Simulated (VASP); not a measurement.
# Sr (I4/mmm) in VASP: a series of runs, part 2 of 2

VASP 6.6.1. The steps go on from the part before.

### 3 Single point, PBEsol (biaxial strain in the a-b plane: -4.5 %, then relaxed in part)

Contents of INCAR:

```
SYSTEM = Sr
  PREC = Accurate
  ENCUT = 520
  EDIFF = 1E-7
  ISMEAR = 0
  SIGMA = 0.1
  LREAL = .False.
  LASPH = .True.
  NELM = 80
  ALGO = Fast
  ISIF = 2
  LWAVE = .False.
  LCHARG = .False.
  GGA = PS
  NBANDS = 17
```

Contents of KPOINTS:

```
regular mesh
0
Gamma
  12 12 12
  0 0 0
```

Contents of POSCAR:

```
Sr
1.0
    4.4597590777      0.0000000000      0.0000000000
    0.0000000000      4.4597590777      0.0000000000
    0.0000000000      0.0000000000      5.1660290756
Sr
2
Direct
    0.0000000000      0.0000000000      0.0000000000
    0.5000000000      0.5000000000      0.5000000000
```

Potentials or basis: VASP PAW PBE potentials, release 64 (Sr_sv).

Run with:

```sh
cat potpaw_PBE.64/Sr_sv/POTCAR > POTCAR
mpirun -np 1 vasp_std > vasp.out
```

OUTCAR:

```text
SYSTEM = Sr
   PREC = Accurate
   ENCUT = 520
   EDIFF = 1E-7
   ISMEAR = 0
   LREAL = .False.
   LASPH = .True.
   NELM = 80
   ISIF = 2
   GGA = PS

 ion  position               nearest neighbor table
   1  0.000  0.000  0.000-   2 4.08   2 4.08   2 4.08   2 4.08   2 4.08   2 4.08   2 4.08   2 4.08

   2  0.500  0.500  0.500-   1 4.08   1 4.08   1 4.08   1 4.08   1 4.08   1 4.08   1 4.08   1 4.08

  LATTYP: Found a simple tetragonal cell.
 ALAT       =     4.4597590777
 C/A-ratio  =     1.1583650564

  Lattice vectors:

 A1 = (   4.4597590777,   0.0000000000,   0.0000000000)
 A2 = (   0.0000000000,   4.4597590777,   0.0000000000)
 A3 = (   0.0000000000,   0.0000000000,   5.1660290756)

Analysis of symmetry for initial positions (statically):
=====================================================================
 Subroutine PRICEL returns following result:

  LATTYP: Found a body centered tetragonal cell.
 ALAT       =     4.4597590777
 C/A-ratio  =     1.1583650564

  Lattice vectors:

 A1 = (  -2.2298795388,  -2.2298795389,  -2.5830145378)
 A2 = (   2.2298795388,   2.2298795389,  -2.5830145378)
 A3 = (   2.2298795388,  -2.2298795388,   2.5830145378)

   2 primitive cells build up your supercell.

 Routine SETGRP: Setting up the symmetry group for a
 simple tetragonal supercell.

 Subroutine GETGRP returns: Found 16 space group operations
 (whereof 16 operations were pure point group operations)
 out of a pool of 16 trial point group operations.

The static configuration has the point symmetry D_4h.

Analysis of symmetry for dynamics (positions and initial velocities):
=====================================================================
 Subroutine PRICEL returns following result:

  LATTYP: Found a body centered tetragonal cell.
 ALAT       =     4.4597590777
 C/A-ratio  =     1.1583650564

  Lattice vectors:

 A1 = (  -2.2298795388,  -2.2298795389,  -2.5830145378)
[... 127 lines left out ...]
   IALGO  =     68    algorithm
   IMIX   =      4    mixing-type and parameters
     AMIX     =   0.40;   BMIX     =  1.00
     AMIX_MAG =   1.60;   BMIX_MAG =  1.00
  volume/ion in A,a.u.               =      51.37       346.69
  Fermi-wavevector in a.u.,A,eV,Ry     =   0.948764  1.792904 12.247332  0.900153
  Thomas-Fermi vector in A             =   2.076983
   LORBIT       =      0    0 simple, 1 ext, 2 COOP (PROOUT), +10 PAW based schemes
   GGA     = PS    functional components
   LHFCALC =     F    Hartree Fock is set to
   AEXX    =    0.0000 exact exchange contribution
   IVDW    =     0    specifies the selected vdW correction
   LEPSILON=     F    determine dielectric tensor
   LRPA    =     F    only Hartree local field effects (RPA)
 non-spin polarized calculation
 RMM-DIIS sequential band-by-band and
 Gauss-broadening in eV      SIGMA  =   0.10
  energy-cutoff  :      520.00
  volume of cell :      102.75
 maximum number of plane-waves:      2815
 NGX is ok and might be reduce to    36
   NGX = 17   NGY = 17   NGZ = 19

 number of electron      20.0000000 magnetization

 Free energy of the ion-electron system (eV)
  ---------------------------------------------------
  ext. energy  EPLUGINS =         0.00000000
  ---------------------------------------------------
  free energy    TOTEN  =        -3.67457971 eV

  energy without entropy =       -3.66324440  energy(sigma->0) =       -3.66891205

 E-fermi :   1.7426     XC(G=0):  -7.6444

 val. band max:        1.7418415601   @ k =   0.1667   0.0000   0.0833
 cond. band min:       1.7455232496   @ k =   0.3333   0.2500   0.2500
 fundamental gap:      0.0036816894
 Fermi energy:         1.7425606990

 k-point     1 :       0.0000    0.0000    0.0000
  band No.  band energies     occupation
      1     -34.6737      2.00000
      2     -34.6386      2.00000
      3     -16.7757      2.00000
      4     -16.7112      2.00000
      5     -16.7112      2.00000
      6     -16.5629      2.00000
[... 457 lines left out ...]
      4     -16.7730      2.00000
      5     -16.6684      2.00000
      6     -16.6394      2.00000
[... 9 lines left out ...]
     16       5.7207      0.00000
     17       6.3030      0.00000

 [... further k-points ...]

------------------------ aborting loop because EDIFF is reached ----------------------------------------

  FORCE on cell =-STRESS in cart. coord.  units (eV):
  Direction    XX          YY          ZZ          XY          YZ          ZX
  --------------------------------------------------------------------------------------
  -------------------------------------------------------------------------------------
  Total        0.0111757      0.0111757      0.0050951      0.0000000      0.0000000      0.0000000
  in kB        0.1742625      0.1742625      0.0794488      0.0000000      0.0000000      0.0000000
  external PRESSURE =       0.1426580 kB  Pullay stress =       0.0000000 kB

 VOLUME and BASIS-vectors are now :
 -----------------------------------------------------------------------------
  energy-cutoff  :      520.00
  volume of cell :      102.75
      direct lattice vectors                 reciprocal lattice vectors
     4.459759078  0.000000000  0.000000000     0.224227359  0.000000000  0.000000000
     0.000000000  4.459759078  0.000000000     0.000000000  0.224227359  0.000000000
     0.000000000  0.000000000  5.166029076     0.000000000  0.000000000  0.193572275

 POSITION                                       TOTAL-FORCE (eV/Angst)
 -----------------------------------------------------------------------------------
      0.00000      0.00000      0.00000        -0.000000     -0.000000      0.000000
      2.22988      2.22988      2.58301         0.000000      0.000000     -0.000000
 -----------------------------------------------------------------------------------
    total drift:                                0.000000      0.000000      0.000000

  FREE ENERGIE OF THE ION-ELECTRON SYSTEM (eV)
  ---------------------------------------------------
  free  energy   TOTEN  =        -3.6745797075 eV

  energy  without entropy=       -3.6632443966  energy(sigma->0) =       -3.66891205
```

stdout:

```text
POSCAR found type information on POSCAR Sr
 POSCAR found :  1 types and       2 ions
 scaLAPACK will be used
[... 43 lines left out ...]
 num prob  num prob  num prob  num prob  num prob  num prob  num prob  num prob  num prob  num prob  num prob  num prob  num prob  num prob  num prob  num prob  num prob  num prob  num prob  num prob  num prob WARNING in EDDRMM: call to ZHEGV failed, returncode =   6  3     10
 num prob  num prob  num prob  num prob  num prob  num prob WARNING in EDDRMM: call to ZHEGV failed, returncode =   6  3     12
WARNING in EDDRMM: call to ZHEGV failed, returncode =   8  4     13
WARNING in EDDRMM: call to ZHEGV failed, returncode =   6  3     17
 num prob  num prob  num prob  num prob  num prob  num prob  num prob  num prob  num prob  num prob  num prob  num prob RMM:  18    -0.367457970746E+01   -0.71235E-07   -0.43393E-07  5590   0.134E-03
```

Run time: 10 min. Hardware: 1 thread of Oxide Virtual Turin-like, shared host; peak memory 0.4 GiB.

Results:

| Property | Result |
| --- | --- |
| Free energy | -3.6746 eV |
| Pressure | 0.0 GPa |
| Band gap on the k mesh | zero (bands 10 and 11 overlap by 0.27 eV) |

Caveat: the cell differs from its parent crystal (biaxial strain in the a-b plane: -4.5 %, then relaxed in part); the PAW data sets were made with another functional, which shifts forces and pressure a little.

### 4 Single point, PBEsol (biaxial strain in the a-b plane: +3.0 %, then relaxed in part)

Contents of INCAR:

```
SYSTEM = Sr
PREC     = Accurate       ! precision mode
ENCUT    = 520            ! plane-wave cutoff, eV
EDIFF    = 1E-6           ! SCF threshold, eV
ISMEAR   = 0              ! smearing method
SIGMA    = 0.1            ! smearing width, eV
LREAL    = .False.        ! projectors in reciprocal space
LASPH    = .True.         ! aspherical terms in the spheres
NELM     = 80             ! most SCF steps
ALGO     = Fast           ! electronic algorithm
ISIF     = 2              ! what is computed and relaxed
LWAVE    = .False.        ! write WAVECAR
LCHARG   = .False.        ! write CHGCAR
GGA      = PS             ! functional
NBANDS   = 17             ! bands
```

KPOINTS is that of step 3.

Contents of POSCAR:

```
Sr
1.0
    4.8100019372      0.0000000000      0.0000000000
    0.0000000000      4.8100019372      0.0000000000
    0.0000000000      0.0000000000      4.5056045351
Sr
2
Direct
    0.0000000000      0.0000000000      0.0000000000
    0.5000000000      0.5000000000      0.5000000000
```

Run with:

```sh
cat potpaw_PBE.64/Sr_sv/POTCAR > POTCAR
mpirun -np 1 vasp_std > vasp.out
```

Wall time 5.3 min (1 thread of Oxide Virtual Turin-like, shared host); peak memory 0.39 GiB.

It converged, with:

```yaml
Free_energy: -3.6742 eV
Pressure: -0.2 GPa
Band_gap_on_the_k_mesh: zero (bands 10 and 11 overlap by 0.47 eV)
```

Stress tensor (GPa, compression positive):
```
-0.35  0.00  0.00
 0.00 -0.35  0.00
 0.00  0.00  0.01
```

Levels at points of the mesh, in eV from the Fermi level:
```tsv
k point	band 7	band 8	band 9	band 10	band 11	band 12	band 13	band 14
(0.00, 0.00, 0.00)	-18.31	-18.31	-3.73	-0.26	-0.14	2.17	2.58	2.58
(0.50, 0.00, 0.00)	-18.39	-18.39	-1.84	-1.84	1.19	1.19	2.08	2.08
(0.50, 0.50, 0.00)	-18.31	-18.31	-1.13	-1.13	0.19	0.19	1.52	1.52
(0.00, 0.00, 0.50)	-18.40	-18.40	-1.61	-1.61	1.30	1.30	2.03	2.03
(0.50, 0.00, 0.50)	-18.32	-18.32	-1.00	-1.00	0.39	0.39	1.07	1.07
(0.50, 0.50, 0.50)	-18.43	-18.43	0.33	0.33	0.33	0.33	0.45	0.45
```

Caveat: the cell differs from its parent crystal (biaxial strain in the a-b plane: +3.0 %, then relaxed in part); the PAW data sets were made with another functional, which shifts forces and pressure a little.

### 5 Single point, PBEsol (biaxial strain in the a-b plane: +4.5 %, then relaxed in part)

Contents of INCAR:

```
PREC     = Accurate       # precision mode
ENCUT    = 520            # plane-wave cutoff, eV
EDIFF    = 1E-7           # SCF threshold, eV
ISMEAR   = 0              # smearing method
SIGMA    = 0.1            # smearing width, eV
LREAL    = False          # projectors in reciprocal space
LASPH    = True           # aspherical terms in the spheres
NELM     = 80             # most SCF steps
ALGO     = Fast           # electronic algorithm
ISIF     = 2              # what is computed and relaxed
LWAVE    = False          # write WAVECAR
LCHARG   = False          # write CHGCAR
GGA      = PS             # functional
NBANDS   = 17             # bands
```

Contents of KPOINTS:

```
regular mesh
0
Gamma
  12 12 12
```

Contents of POSCAR:

```
Sr
1.0
    4.8800505091      0.0000000000      0.0000000000
    0.0000000000      4.8800505091      0.0000000000
    0.0000000000      0.0000000000      4.4397256694
Sr
2
Direct
    0.0000000000      0.0000000000      0.0000000000
    0.5000000000      0.5000000000      0.5000000000
```

Potentials or basis: VASP PAW PBE potentials, release 64 (Sr_sv).

Run with:

```sh
cat potpaw_PBE.64/Sr_sv/POTCAR > POTCAR
mpirun -np 1 vasp_std > vasp.out
```

OUTCAR:

```text
PREC = Accurate
   ENCUT = 520
   EDIFF = 1E-7
   ISMEAR = 0
   LREAL = False
   LASPH = True
   NELM = 80
   ISIF = 2
   GGA = PS

 ion  position               nearest neighbor table
   1  0.000  0.000  0.000-   2 4.10   2 4.10   2 4.10   2 4.10   2 4.10   2 4.10   2 4.10   2 4.10

   2  0.500  0.500  0.500-   1 4.10   1 4.10   1 4.10   1 4.10   1 4.10   1 4.10   1 4.10   1 4.10

  LATTYP: Found a simple tetragonal cell.
 ALAT       =     4.8800505091
 C/A-ratio  =     0.9097704340

  Lattice vectors:

 A1 = (   4.8800505091,   0.0000000000,   0.0000000000)
 A2 = (   0.0000000000,   4.8800505091,   0.0000000000)
 A3 = (   0.0000000000,   0.0000000000,   4.4397256694)

Analysis of symmetry for initial positions (statically):
=====================================================================
 Subroutine PRICEL returns following result:

  LATTYP: Found a body centered tetragonal cell.
 ALAT       =     4.8800505091
 C/A-ratio  =     0.9097704340

  Lattice vectors:

 A1 = (  -2.4400252546,  -2.4400252546,  -2.2198628347)
[... 180 lines left out ...]
  free energy    TOTEN  =        -3.66572203 eV

  energy without entropy =       -3.65360052  energy(sigma->0) =       -3.65966127

 E-fermi :   1.6291     XC(G=0):  -7.5533

 val. band max:        1.6162539957   @ k =   0.1667   0.0833   0.0000
 cond. band min:       1.6295959927   @ k =   0.3333   0.3333   0.0000
 fundamental gap:      0.0133419970
 Fermi energy:         1.6290891375

 k-point     1 :       0.0000    0.0000    0.0000
  band No.  band energies     occupation
      1     -34.8301      2.00000
      2     -34.7981      2.00000
      3     -16.8952      2.00000
      4     -16.8952      2.00000
      5     -16.8594      2.00000
      6     -16.7254      2.00000
[... 457 lines left out ...]
      4     -16.9176      2.00000
      5     -16.7982      2.00000
      6     -16.7808      2.00000
[... 9 lines left out ...]
     16       4.7451      0.00000
     17       5.6152      0.00000

 [... further k-points ...]

------------------------ aborting loop because EDIFF is reached ----------------------------------------

  FORCE on cell =-STRESS in cart. coord.  units (eV):
  Direction    XX          YY          ZZ          XY          YZ          ZX
  --------------------------------------------------------------------------------------
  -------------------------------------------------------------------------------------
  Total       -0.3531504     -0.3531504      0.0077964      0.0000000     -0.0000000      0.0000000
  in kB       -5.3513769     -5.3513769      0.1181405      0.0000000     -0.0000000      0.0000000
  external PRESSURE =      -3.5282044 kB  Pullay stress =       0.0000000 kB

 VOLUME and BASIS-vectors are now :
 -----------------------------------------------------------------------------
  energy-cutoff  :      520.00
  volume of cell :      105.73
      direct lattice vectors                 reciprocal lattice vectors
     4.880050509  0.000000000  0.000000000     0.204915912  0.000000000  0.000000000
     0.000000000  4.880050509  0.000000000     0.000000000  0.204915912  0.000000000
     0.000000000  0.000000000  4.439725669     0.000000000  0.000000000  0.225239142

 POSITION                                       TOTAL-FORCE (eV/Angst)
 -----------------------------------------------------------------------------------
      0.00000      0.00000      0.00000         0.000000      0.000000     -0.000000
      2.44003      2.44003      2.21986        -0.000000     -0.000000      0.000000
 -----------------------------------------------------------------------------------
    total drift:                                0.000000      0.000000      0.000000

  FREE ENERGIE OF THE ION-ELECTRON SYSTEM (eV)
  ---------------------------------------------------
  free  energy   TOTEN  =        -3.6657220251 eV

  energy  without entropy=       -3.6536005239  energy(sigma->0) =       -3.65966127
```

OSZICAR:

```text
N       E                     dE             d eps       ncg     rms          rms(c)
DAV:   1     0.101826475618E+03    0.10183E+03   -0.92528E+03  6664   0.101E+03
DAV:   2     0.331512728581E+01   -0.98511E+02   -0.96943E+02  8497   0.220E+02
DAV:   3    -0.352211370075E+01   -0.68372E+01   -0.68131E+01 12305   0.419E+01
DAV:   4    -0.366879403815E+01   -0.14668E+00   -0.14658E+00  9035   0.516E+00
DAV:   5    -0.367116897186E+01   -0.23749E-02   -0.23746E-02 10883   0.569E-01    0.165E+01
RMM:   6    -0.366720681325E+01    0.39622E-02   -0.11013E-02  7158   0.114E+00    0.932E+00
RMM:   7    -0.366505994075E+01    0.21469E-02   -0.22547E-02  7881   0.165E+00    0.366E-01
RMM:   8    -0.366552369214E+01   -0.46375E-03   -0.72244E-03  9243   0.455E-01    0.101E-01
RMM:   9    -0.366566120922E+01   -0.13752E-03   -0.11805E-03 10718   0.136E-01    0.109E-01
RMM:  10    -0.366570556014E+01   -0.44351E-04   -0.36929E-04 10236   0.779E-02    0.156E-01
RMM:  11    -0.366571853374E+01   -0.12974E-04   -0.57706E-05 10646   0.349E-02    0.178E-02
RMM:  12    -0.366572004607E+01   -0.15123E-05   -0.33416E-05 11273   0.171E-02    0.824E-03
RMM:  13    -0.366572071069E+01   -0.66462E-06   -0.70238E-06 10404   0.969E-03    0.393E-03
RMM:  14    -0.366572126081E+01   -0.55011E-06   -0.46092E-06  9423   0.590E-03    0.126E-03
RMM:  15    -0.366572161215E+01   -0.35134E-06   -0.20741E-06  8366   0.335E-03    0.249E-03
RMM:  16    -0.366572183723E+01   -0.22508E-06   -0.12843E-06  7465   0.257E-03    0.728E-04
RMM:  17    -0.366572197267E+01   -0.13545E-06   -0.80353E-07  6452   0.183E-03    0.222E-04
RMM:  18    -0.366572202515E+01   -0.52472E-07   -0.48195E-07  5550   0.139E-03
   1 F= -.36657220E+01 E0= -.36596613E+01  d E =-.121215E-01
```

stdout:

```text
POSCAR found type information on POSCAR Sr
 POSCAR found :  1 types and       2 ions
 scaLAPACK will be used
[... 62 lines left out ...]
 num prob  num prob  num prob  num prob  num prob  num prob  num prob  num prob  num prob  num prob  num prob WARNING in EDDRMM: call to ZHEGV failed, returncode =   6  3     10
 num prob  num prob  num prob  num prob  num prob  num prob  num prob  num prob  num prob  num prob  num prob  num prob  num prob  num prob  num prob  num prob  num prob  num prob WARNING in EDDRMM: call to ZHEGV failed, returncode =   6  3     16
 num prob  num prob  num prob  num prob  num prob  num prob  num prob  num prob WARNING in EDDRMM: call to ZHEGV failed, returncode =   6  3     15
 num prob RMM:  18    -0.366572202515E+01   -0.52472E-07   -0.48195E-07  5550   0.139E-03
```

Wall time 8.9 min (1 thread of Oxide Virtual Turin-like, shared host); peak memory 0.39 GiB.

Results:

* Free energy: -3.6657 eV
* Pressure: -0.4 GPa
* Band gap on the k mesh: zero (bands 10 and 11 overlap by 0.41 eV)

Caveat: the cell differs from its parent crystal (biaxial strain in the a-b plane: +4.5 %, then relaxed in part); the PAW data sets were made with another functional, which shifts forces and pressure a little.

### 6 The runs side by side

```csv
cell,further INCAR settings,gap on the mesh (eV),pressure (GPa)
"a = 4.670, b = 4.670, c = 4.880 Å, 2 atoms",ALGO = Fast; EDIFF = 1e-07; NBANDS = 17,none,-0.5
"a = 4.460, b = 4.460, c = 5.166 Å, 2 atoms",ALGO = Fast; EDIFF = 1e-07; NBANDS = 17,none,0.0
"a = 4.810, b = 4.810, c = 4.506 Å, 2 atoms",ALGO = Fast; EDIFF = 1e-06; NBANDS = 17,none,-0.2
"a = 4.880, b = 4.880, c = 4.440 Å, 2 atoms",ALGO = Fast; EDIFF = 1e-07; NBANDS = 17,none,-0.4
```

Alike in all rows: task single point; level PBEsol; potentials or basis VASP PAW PBE potentials, release 64 (Sr_sv); no spin polarisation; k mesh 12 × 12 × 12; cutoff (eV) 520; smearing gaussian 0.1 eV.

Caveats: the PAW data sets were made with another functional, which shifts forces and pressure a little.

Total energies depend on the potentials used, so only differences within one code and one set of settings carry meaning.
